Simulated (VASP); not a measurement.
# H6PtC2 (Fm-3m) in VASP: further runs

The runs below take H6PtC2 through relaxation of cell and atoms, single point, with PBE.

Program: VASP 6.6.1. These are calculated values, not measurements. Logs are shortened: lines on timing, memory, paths and dates and some standing lists are left out, and cuts for length are marked.

## Step 1: The cell of the first run

Symmetry: Fm-3m, No. 225, cubic system. Conventional cell: a = 5.843 Å, b = 5.843 Å, c = 5.843 Å, α = 90.00°, β = 90.00°, γ = 90.00°. Within 2.0 Å of H (site symmetry 4mm) lie 4 H at 1.53 Å and 1 Pt at 1.84 Å. Within 2.4 Å of Pt (site symmetry m-3m) lie 6 H at 1.84 Å. Within 2.8 Å of C (site symmetry -43m) lie 12 H at 2.10 Å and 4 Pt at 2.53 Å.

## Step 2: Relaxation of cell and atoms, PBE

File INCAR:

```
  PREC = Accurate
  ENCUT = 600
  EDIFF = 1E-7
  ISMEAR = 0
  SIGMA = 0.1
  LREAL = False
  LASPH = True
  NELM = 100
  ALGO = Normal
  ISIF = 3
  LWAVE = False
  LCHARG = False
  GGA = PE
  IBRION = 2
  NSW = 90
  EDIFFG = -0.04
```

File KPOINTS:

```
regular mesh
0
Gamma
  6 6 6
```

File POSCAR:

```
H6PtC2
1.0
    0.0000000000      2.9216314164      2.9216314164
    2.9216314164      0.0000000000      2.9216314164
    2.9216314164      2.9216314164      0.0000000000
H Pt C
6 1 2
Direct
    0.6852954428      0.3147045572      0.3147045572
    0.3147045572      0.6852954428      0.3147045572
    0.3147045572      0.6852954428      0.6852954428
    0.6852954428      0.3147045572      0.6852954428
    0.3147045572      0.3147045572      0.6852954428
    0.6852954428      0.6852954428      0.3147045572
    0.0000000000      0.0000000000      0.0000000000
    0.2500000000      0.2500000000      0.2500000000
    0.7500000000      0.7500000000      0.7500000000
```

Potentials or basis: VASP PAW PBE potentials, release 64 (H, Pt, C).

The run is started by

```sh
$ cat potpaw_PBE.64/H/POTCAR potpaw_PBE.64/Pt/POTCAR potpaw_PBE.64/C/POTCAR > POTCAR
$ mpirun -np 1 vasp_std > vasp.out
```

OUTCAR:

```text
PREC = Accurate
   ENCUT = 600
   EDIFF = 1E-7
   ISMEAR = 0
   LREAL = False
   LASPH = True
   NELM = 100
   ISIF = 3
   GGA = PE
   IBRION = 2
   NSW = 90
   EDIFFG = -0.04

 ion  position               nearest neighbor table
   1  0.685  0.315  0.315-   7 1.84
   2  0.315  0.685  0.315-   7 1.84
   3  0.315  0.685  0.685-   7 1.84
   4  0.685  0.315  0.685-   7 1.84
   5  0.315  0.315  0.685-   7 1.84
   6  0.685  0.685  0.315-   7 1.84
   7  0.000  0.000  0.000-   1 1.84   2 1.84   3 1.84   4 1.84   5 1.84   6 1.84   9 2.53   9 2.53
                             9 2.53   8 2.53   9 2.53   8 2.53   8 2.53   8 2.53
   8  0.250  0.250  0.250-   7 2.53   7 2.53   7 2.53   7 2.53
   9  0.750  0.750  0.750-   7 2.53   7 2.53   7 2.53   7 2.53

  LATTYP: Found a face centered cubic cell.
 ALAT       =     5.8432628328

  Lattice vectors:

 A1 = (   0.0000000000,   2.9216314164,   2.9216314164)
 A2 = (   2.9216314164,   0.0000000000,   2.9216314164)
 A3 = (   2.9216314164,   2.9216314164,   0.0000000000)

Analysis of symmetry for initial positions (statically):
=====================================================================
 Subroutine PRICEL returns:
 Original cell was already a primitive cell.

 Routine SETGRP: Setting up the symmetry group for a
 face centered cubic supercell.

 Subroutine GETGRP returns: Found 48 space group operations
 (whereof 48 operations were pure point group operations)
 out of a pool of 48 trial point group operations.

The static configuration has the point symmetry O_h .

Analysis of symmetry for dynamics (positions and initial velocities):
=====================================================================
 Subroutine PRICEL returns:
 Original cell was already a primitive cell.

 Routine SETGRP: Setting up the symmetry group for a
 face centered cubic supercell.

 Subroutine GETGRP returns: Found 48 space group operations
 (whereof 48 operations were pure point group operations)
 out of a pool of 48 trial point group operations.

The dynamic configuration has the point symmetry O_h .

 Subroutine INISYM returns: Found 48 space group operations
 (whereof 48 operations are pure point group operations),
 and found     1 'primitive' translations

----------------------------------------------------------------------------------------

                                     Primitive cell

  volume of cell :      49.8777

  direct lattice vectors                    reciprocal lattice vectors
     0.000000000  2.921631416  2.921631416    -0.171137262  0.171137262  0.171137262
     2.921631416  0.000000000  2.921631416     0.171137262 -0.171137262  0.171137262
     2.921631416  2.921631416  0.000000000     0.171137262  0.171137262 -0.171137262

  length of vectors
     4.131810773  4.131810773  4.131810773     0.296418432  0.296418432  0.296418432

  position of ions in fractional coordinates (direct lattice)
     0.685295443  0.314704557  0.314704557
     0.314704557  0.685295443  0.314704557
     0.314704557  0.685295443  0.685295443
     0.685295443  0.314704557  0.685295443
     0.314704557  0.314704557  0.685295443
     0.685295443  0.685295443  0.314704557
     0.000000000  0.000000000  0.000000000
     0.250000000  0.250000000  0.250000000
     0.750000000  0.750000000  0.750000000

  ion indices of the primitive-cell ions
   primitive index   ion index
                 1           1
                 2           2
                 3           3
                 4           4
                 5           5
                 6           6
                 7           7
                 8           8
                 9           9

----------------------------------------------------------------------------------------

 KPOINTS: regular mesh

Automatic generation of k-mesh.
 Grid dimensions read from file:
 generate k-points for:    6    6    6

 Generating k-lattice:

  Cartesian coordinates                     Fractional coordinates (reciprocal lattice)
    -0.028522877  0.028522877  0.028522877     0.166666667  0.000000000  0.000000000
     0.028522877 -0.028522877  0.028522877     0.000000000  0.166666667  0.000000000
     0.028522877  0.028522877 -0.028522877     0.000000000  0.000000000  0.166666667

  Length of vectors
     0.049403072  0.049403072  0.049403072

  Shift w.r.t. Gamma in fractional coordinates (k-lattice)
[... 39 lines left out ...]
   LSORBIT =      F    spin-orbit coupling
   LASPH  =      T    aspherical Exc in radial PAW
   ENCUT  =  600.0 eV  44.10 Ry    6.64 a.u.   8.25  8.25  8.25*2*pi/ulx,y,z
   NELM   =    100;   NELMIN=  2; NELMDL= -5     # of ELM steps
   EDIFF  = 0.1E-06   stopping-criterion for ELM
   LREAL  =      F    real-space projection
   EDIFFG = -.4E-01   stopping-criterion for IOM
   NSW    =     90    number of steps for IOM
   IBRION =      2    ionic relax: 0-MD 1-quasi-New 2-CG
   NFREE  =      1    steps in history (QN), initial steepest desc. (CG)
[... 52 lines left out ...]
  Total       -0.2243905     -0.2243905     -0.2243905      0.0000000      0.0000000     -0.0000000
  in kB       -7.2078996     -7.2078996     -7.2078996      0.0000000      0.0000000     -0.0000000
  external PRESSURE =      -7.2078996 kB  Pullay stress =       0.0000000 kB

 VOLUME and BASIS-vectors are now :
 -----------------------------------------------------------------------------
  energy-cutoff  :      600.00
  volume of cell :       49.88
      direct lattice vectors                 reciprocal lattice vectors
     0.000000000  2.921631416  2.921631416    -0.171137262  0.171137262  0.171137262
     2.921631416  0.000000000  2.921631416     0.171137262 -0.171137262  0.171137262
     2.921631416  2.921631416  0.000000000     0.171137262  0.171137262 -0.171137262

 POSITION                                       TOTAL-FORCE (eV/Angst)
 -----------------------------------------------------------------------------------
      1.83890      2.92163      2.92163        -0.067141      0.000000     -0.000000
      2.92163      1.83890      2.92163        -0.000000     -0.067141     -0.000000
      4.00436      2.92163      2.92163         0.067141      0.000000     -0.000000
      2.92163      4.00436      2.92163        -0.000000      0.067141     -0.000000
      2.92163      2.92163      1.83890        -0.000000      0.000000     -0.067141
      2.92163      2.92163      4.00436        -0.000000      0.000000      0.067141
      0.00000      0.00000      0.00000        -0.000000      0.000000     -0.000000
      1.46082      1.46082      1.46082        -0.000000     -0.000000     -0.000000
      4.38245      4.38245      4.38245        -0.000000      0.000000     -0.000000
 -----------------------------------------------------------------------------------
    total drift:                               -0.000000      0.000000      0.000000

  FREE ENERGIE OF THE ION-ELECTRON SYSTEM (eV)
  ---------------------------------------------------
  free  energy   TOTEN  =       -30.1861270249 eV

  energy  without entropy=      -30.1761640890  energy(sigma->0) =      -30.18114556

--------------------------------------- Ionic step        2  -------------------------------------------

 number of electron      23.9999998 magnetization

 Free energy of the ion-electron system (eV)
  ---------------------------------------------------
  ext. energy  EPLUGINS =         0.00000000
  ---------------------------------------------------
  free energy    TOTEN  =       -30.18749231 eV

  energy without entropy =      -30.17738229  energy(sigma->0) =      -30.18243730

 E-fermi :   6.8635     XC(G=0): -12.0743

 val. band max:        6.8622977371   @ k =   0.5000   0.5000   0.0000
 cond. band min:       6.9398643298   @ k =   0.5000   0.0000   0.0000
 fundamental gap:      0.0775665927
 Fermi energy:         6.8635128116

 k-point     1 :       0.0000    0.0000    0.0000
  band No.  band energies     occupation
      1      -8.8897      2.00000
      2      -1.4287      2.00000
      3       0.2495      2.00000
      4       0.2495      2.00000
      5       0.2495      2.00000
      6       0.6003      2.00000
[... 297 lines left out ...]
      4      -1.8651      2.00000
      5       0.8264      2.00000
      6       0.8344      2.00000
[... 9 lines left out ...]
     16       9.4206      0.00000
     17      10.0053      0.00000

------------------------ aborting loop because EDIFF is reached ----------------------------------------

  FORCE on cell =-STRESS in cart. coord.  units (eV):
  Direction    XX          YY          ZZ          XY          YZ          ZX
  --------------------------------------------------------------------------------------
  -------------------------------------------------------------------------------------
  Total        0.0254271      0.0254271      0.0254271     -0.0000000     -0.0000000      0.0000000
  in kB        0.8197264      0.8197264      0.8197264     -0.0000000     -0.0000000      0.0000000
  external PRESSURE =       0.8197264 kB  Pullay stress =       0.0000000 kB

 VOLUME and BASIS-vectors are now :
 -----------------------------------------------------------------------------
  energy-cutoff  :      600.00
  volume of cell :       49.70
      direct lattice vectors                 reciprocal lattice vectors
     0.000000000  2.918117281  2.918117281    -0.171343353  0.171343353  0.171343353
     2.918117281  0.000000000  2.918117281     0.171343353 -0.171343353  0.171343353
     2.918117281  2.918117281 -0.000000000     0.171343353  0.171343353 -0.171343353

 POSITION                                       TOTAL-FORCE (eV/Angst)
 -----------------------------------------------------------------------------------
      1.83345      2.91812      2.91812        -0.035331     -0.000000      0.000000
      2.91812      1.83345      2.91812        -0.000000     -0.035331      0.000000
      4.00278      2.91812      2.91812         0.035331     -0.000000     -0.000000
      2.91812      4.00278      2.91812        -0.000000      0.035331     -0.000000
      2.91812      2.91812      1.83345        -0.000000     -0.000000     -0.035331
      2.91812      2.91812      4.00278        -0.000000     -0.000000      0.035331
      2.91812      2.91812      5.83623        -0.000000     -0.000000     -0.000000
      1.45906      1.45906      1.45906         0.000000     -0.000000      0.000000
      4.37718      4.37718      4.37718         0.000000     -0.000000      0.000000
 -----------------------------------------------------------------------------------
    total drift:                                0.000000      0.000000      0.000000

  FREE ENERGIE OF THE ION-ELECTRON SYSTEM (eV)
  ---------------------------------------------------
  free  energy   TOTEN  =       -30.1874923099 eV

  energy  without entropy=      -30.1773822912  energy(sigma->0) =      -30.18243730

 reached required accuracy - stopping structural energy minimisation
```

It took 28 s on 1 thread of Intel Xeon 6975P-C (Granite Rapids), shared host; peak memory 0.21 GiB.

Results:

- Free energy: -30.1875 eV
- Relaxed volume: 5.52 Å³/atom
- Relaxed cell: a = 4.127 Å, b = 4.127 Å, c = 4.127 Å, α = 60.00°, β = 60.00°, γ = 60.00°
- Space group after relaxing (to 0.05 Å): Fm-3m (No. 225)
- Energy gained by relaxing: 0.2 meV/atom
- Ionic steps: 2
- Pressure after relaxing: 0.1 GPa
- Largest force after relaxing: 0.035 eV/Å
- Band gap on the k mesh: zero (band 12 reaches 7.21 eV, above the bottom of band 13 at 5.97 eV)

Forces in eV/Å, atoms in the order of the input:
```
H   -0.035  0.000  0.000
H    0.000 -0.035  0.000
H    0.035  0.000  0.000
H    0.000  0.035  0.000
H    0.000  0.000 -0.035
H    0.000  0.000  0.035
Pt   0.000  0.000  0.000
C    0.000  0.000  0.000
C    0.000  0.000  0.000
```

The path:
```
step  energy change (eV)  largest force (eV/Å)  pressure (GPa)  volume (Å³)
   1              0.0000                0.0671           -0.72        49.88
   2             -0.0014                0.0353            0.08        49.70
```

Final structure:
```xyz
9
Lattice="0.0000 2.9181 2.9181 2.9181 0.0000 2.9181 2.9181 2.9181 0.0000" Properties=species:S:1:pos:R:3 pbc="T T T"
H     1.8335    2.9181    2.9181
H     2.9181    1.8335    2.9181
H     4.0028    2.9181    2.9181
H     2.9181    4.0028    2.9181
H     2.9181    2.9181    1.8335
H     2.9181    2.9181    4.0028
Pt    2.9181    2.9181    5.8362
C     1.4591    1.4591    1.4591
C     4.3772    4.3772    4.3772
```

Levels at points of the mesh, in eV from the Fermi level:
```csv
k point,band 10,band 11,band 12,band 13,band 14,band 15
"(0.00, 0.00, 0.00)",-3.31,-3.31,-0.30,-0.30,-0.30,0.74
"(0.50, 0.00, 0.00)",-3.30,-2.17,0.08,0.08,0.88,2.88
"(0.50, 0.50, 0.00)",-2.36,-2.21,0.00,0.91,1.51,1.51
```

Caveat: spin-orbit coupling is left out, which moves the levels of the heavy elements.

## Step 3: Single point, PBE

File INCAR:

```
PREC     = Accurate       # precision mode
ENCUT    = 520            # plane-wave cutoff, eV
EDIFF    = 1E-6           # SCF threshold, eV
ISMEAR   = 0              # smearing method
SIGMA    = 0.1            # smearing width, eV
LREAL    = False          # projectors in reciprocal space
LASPH    = True           # aspherical terms in the spheres
NELM     = 100            # most SCF steps
ALGO     = Normal         # electronic algorithm
ISIF     = 2              # what is computed and relaxed
LWAVE    = False          # write WAVECAR
LCHARG   = False          # write CHGCAR
GGA      = PE             # functional
NBANDS   = 22             # bands
```

File KPOINTS:

```
regular mesh
0
Gamma
  4 4 4
```

POSCAR is that of step 2.

Potentials or basis: VASP PAW PBE potentials, release 64 (H, Pt, C).

The run is started by

```sh
$ cat potpaw_PBE.64/H/POTCAR potpaw_PBE.64/Pt/POTCAR potpaw_PBE.64/C/POTCAR > POTCAR
$ mpirun -np 1 vasp_std > vasp.out
```

It took 11 s on 1 thread of Intel Xeon 6975P-C (Granite Rapids), shared host; peak memory 0.18 GiB.

It converged, with:

* Free energy: -30.2933 eV
* Pressure: -0.5 GPa
* Largest force: 0.004 eV/Å
* Band gap on the k mesh: zero (band 12 reaches 7.49 eV, above the bottom of band 13 at 5.82 eV)

Forces in eV/Å, atoms in the order of the input:
```
H    0.004  0.000  0.000
H    0.000  0.004  0.000
H   -0.004  0.000  0.000
H    0.000 -0.004  0.000
H    0.000  0.000  0.004
H    0.000  0.000 -0.004
Pt   0.000  0.000  0.000
C    0.000  0.000  0.000
C    0.000  0.000  0.000
```

Levels at points of the mesh, in eV from the Fermi level:
| k point | band 10 | band 11 | band 12 | band 13 | band 14 | band 15 |
| --- | --- | --- | --- | --- | --- | --- |
| (0.00, 0.00, 0.00) | -3.31 | -3.31 | -0.31 | -0.31 | -0.31 | 0.74 |
| (0.50, 0.00, 0.00) | -3.29 | -2.16 | 0.08 | 0.08 | 0.84 | 2.88 |
| (0.50, 0.50, 0.00) | -2.33 | -2.20 | -0.03 | 0.88 | 1.49 | 1.49 |

Caveat: the k points lie up to 0.47 Å⁻¹ apart; spin-orbit coupling is left out, which moves the levels of the heavy elements.

## Step 4: Relaxation of cell and atoms, PBE

This run uses another cell than the first one, of 9.81 Å³/atom, 1.771 times its volume.

File INCAR:

```
  PREC = Accurate
  ENCUT = 600
  EDIFF = 1E-6
  ISMEAR = 0
  SIGMA = 0.1
  LREAL = False
  LASPH = True
  NELM = 100
  ALGO = Normal
  ISIF = 3
  LWAVE = False
  LCHARG = False
  GGA = PE
  IBRION = 2
  NSW = 90
  EDIFFG = -0.04
```

KPOINTS is that of step 3.

File POSCAR:

```
H6PtC2
1.0
    0.0000000000      3.5346365100      3.5346365100
    3.5346365100      0.0000000000      3.5346365100
    3.5346365100      3.5346365100      0.0000000000
H Pt C
6 1 2
Direct
    0.7518000000      0.2482000000      0.2482000000
    0.2482000000      0.7518000000      0.2482000000
    0.2482000000      0.7518000000      0.7518000000
    0.7518000000      0.2482000000      0.7518000000
    0.2482000000      0.2482000000      0.7518000000
    0.7518000000      0.7518000000      0.2482000000
    0.0000000000      0.0000000000      0.0000000000
    0.2500000000      0.2500000000      0.2500000000
    0.7500000000      0.7500000000      0.7500000000
```

The run is started by

```sh
$ cat potpaw_PBE.64/H/POTCAR potpaw_PBE.64/Pt/POTCAR potpaw_PBE.64/C/POTCAR > POTCAR
$ mpirun -np 1 vasp_std > vasp.out
```

It took 3.3 min on 1 thread of Intel Xeon 6975P-C (Granite Rapids), shared host; peak memory 0.26 GiB.

It converged, with:

| Item | Value |
| --- | --- |
| Free energy | -30.3089 eV |
| Relaxed volume | 5.53 Å³/atom |
| Relaxed cell | a = 4.128 Å, b = 4.128 Å, c = 4.128 Å, α = 60.00°, β = 60.00°, γ = 60.00° |
| Space group after relaxing (to 0.05 Å) | Fm-3m (No. 225) |
| Energy gained by relaxing | 220.2 meV/atom |
| Ionic steps | 16 |
| Pressure after relaxing | -0.1 GPa |
| Band gap on the k mesh | zero (band 12 reaches 7.52 eV, above the bottom of band 13 at 5.85 eV) |

Forces in eV/Å, atoms in the order of the input:
```
H   -0.003  0.000  0.000
H    0.000 -0.003  0.000
H    0.003  0.000  0.000
H    0.000  0.003  0.000
H    0.000  0.000 -0.003
H    0.000  0.000  0.003
Pt   0.000  0.000  0.000
C    0.000  0.000  0.000
C    0.000  0.000  0.000
```

The path:
```
step  energy change (eV)  largest force (eV/Å)  pressure (GPa)  volume (Å³)
   1              0.0000                0.7991          -14.80        88.32
   2             -0.7263                0.6209           -3.66        77.24
   3             -0.7294                0.7300           -2.69        76.62
   4             -0.9035                0.6543           -2.62        73.59
   5             -1.3182                0.5454           -0.84        64.98
   6             -1.5128                0.9267           16.36        49.84
   7             -1.6325                0.8547           13.59        49.33
   8             -1.9088                0.3389            8.69        47.82
   9             -1.9194                0.0001            8.23        47.13
  10             -1.9259                0.1370            8.31        47.40
  11             -1.9583                0.1404            5.17        48.35
  12             -1.9739                0.1309            0.18        50.03
  13             -1.9746                0.1344            1.28        49.69
  14             -1.9746                0.1340            1.14        49.74
  15             -1.9779                0.0997            0.82        49.74
  16             -1.9821                0.0030           -0.12        49.73
```

Final structure:
```
H Pt C
1.0
     0.00000    2.91883    2.91883
     2.91883    0.00000    2.91883
     2.91883    2.91883    0.00000
H Pt C
6 1 2
Direct
  0.68490 0.31510 0.31510
  0.31510 0.68490 0.31510
  0.31510 0.68490 0.68490
  0.68490 0.31510 0.68490
  0.31510 0.31510 0.68490
  0.68490 0.68490 0.31510
  0.00000 0.00000 0.00000
  0.25000 0.25000 0.25000
  0.75000 0.75000 0.75000
```

Levels at points of the mesh, in eV from the Fermi level:
| k point | band 10 | band 11 | band 12 | band 13 | band 14 | band 15 |
| --- | --- | --- | --- | --- | --- | --- |
| (0.00, 0.00, 0.00) | -3.33 | -3.33 | -0.31 | -0.31 | -0.31 | 0.75 |
| (0.50, 0.00, 0.00) | -3.29 | -2.15 | 0.08 | 0.08 | 0.83 | 2.90 |
| (0.50, 0.50, 0.00) | -2.32 | -2.23 | -0.02 | 0.88 | 1.49 | 1.49 |

Caveat: the k points lie up to 0.47 Å⁻¹ apart in the final cell; the volume moved by over 15 % at a fixed basis, so the end points are rough; spin-orbit coupling is left out, which moves the levels of the heavy elements.

## Step 5: Overview

| task | cell | k mesh | cutoff (eV) | gap on the mesh (eV) | pressure (GPa) | relaxed volume (Å³/atom) |
| --- | --- | --- | --- | --- | --- | --- |
| relaxation of cell and atoms | relaxed from a = 4.132 Å, angles 60.0°, 9 atoms | 6 × 6 × 6 | 600 | none | 0.1 | 5.52 |
| single point | a = 4.132 Å, angles 60.0°, 9 atoms | 4 × 4 × 4 | 520 | none | -0.5 | - |
| relaxation of cell and atoms | relaxed from a = 4.999 Å, angles 60.0°, 9 atoms | 4 × 4 × 4 | 600 | none | -0.1 | 5.53 |

Alike in all rows: level PBE; potentials or basis VASP PAW PBE potentials, release 64 (H, Pt, C); no spin polarisation; smearing gaussian 0.1 eV.

Caveats: some runs use coarse meshes; spin-orbit coupling is left out, which moves the levels of the heavy elements; the volume moved by over 15 % at a fixed basis, so the end points are rough (some runs).

Absolute energies hang on the potentials; compare differences alone.
